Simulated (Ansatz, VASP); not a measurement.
# LaFeGe: VASP beside Ansatz

File INCAR:

```
SYSTEM = LaFeGe
PREC = Accurate
ENCUT = 520
EDIFF = 1E-6
ISMEAR = -1
SIGMA = 0.05
LREAL = .FALSE.
LASPH = .TRUE.
NELM = 150
ALGO = Normal
ISIF = 2
LWAVE = .FALSE.
LCHARG = .FALSE.
ISPIN = 2
MAGMOM = 0 0 0
LORBIT = 11
NUPDOWN = 0.0
LMAXMIX = 6
GGA = PE
NBANDS = 28
```

The input KPOINTS:

```
Automatic mesh
0
G
  6 6 5
  0 0 0
```

The input POSCAR:

```
LaFeGe
1.0
    4.2318077991      0.0000000000      0.0000000000
   -2.1159038996      3.6648530580      0.0000000000
    0.0000000000      0.0000000000      4.2857840000
La Ge Fe
1 1 1
Direct
    0.0000000000      0.0000000000      0.0000000000
    0.6666666667      0.3333333333      0.5000000000
    0.3333333333      0.6666666667      0.5000000000
```

Contents of input.yaml:

```yaml
crystal:
  lattice:
    - [4.2318077991, 0.0, 0.0]
    - [-2.1159038996, 3.664853058, 0.0]
    - [0.0, 0.0, 4.285784]
  atoms:
    - { symbol: La, position: [0.0, 0.0, 0.0] }
    - { symbol: Ge, position: [0.6666666667, 0.3333333333, 0.5] }
    - { symbol: Fe, position: [0.3333333333, 0.6666666667, 0.5] }
hamiltonian:
  xc: pbe
  pseudopotentials: { kind: paw }
magnetization:
  spin_polarized: true
  initial_magnetization: 0.0
  spin_locking: { lock_magnetization: hard }
kpoints:
  mp_grid: { grid: [6, 6, 5] }
scf:
  occupations: { method: fermi_dirac, width: 0.05 }
  lower_state_search: "off"
output:
  forces: true
  stress: true
  eigenvalues: true
  write_density: true
  write_potential: true
  elf: true
  volumetric_format: npy
```

Alike in both runs: task single point; functional PBE; k mesh 6 × 6 × 5; occupations fermi-dirac, width 0.05 eV; collinear spin; fixed moment 0 μB.

|  | VASP | Ansatz |
| --- | --- | --- |
| version | VASP 6.6.1 | Ansatz 0.2.0 |
| potentials or method | VASP PAW PBE potentials, release 64 (La, Ge_d, Fe) | Ansatz PAW |
| plane-wave cutoff (eV) | 520 | 420 |
| valence electrons in the cell | 33 | 41 |

Ansatz gave:

| Item | Value |
| --- | --- |
| pressure (GPa) | -3.9 |
| traceless stress, the component that is largest in VASP (GPa) | 1.32 |
| net moment per atom (μB) | 0.00 |

Task: Which values does VASP return?

Result: Pressure (GPa): -3.9; traceless stress, the component that is largest in VASP (GPa): 1.23; net moment per atom (μB): 0.00.

The functional is the same, so the differences come from potentials, cutoffs and numerics. VASP's potentials hold 33 valence electrons a cell and Ansatz's 41, so a difference there can come from the potentials and not from the codes.

Spin-orbit coupling is off throughout.
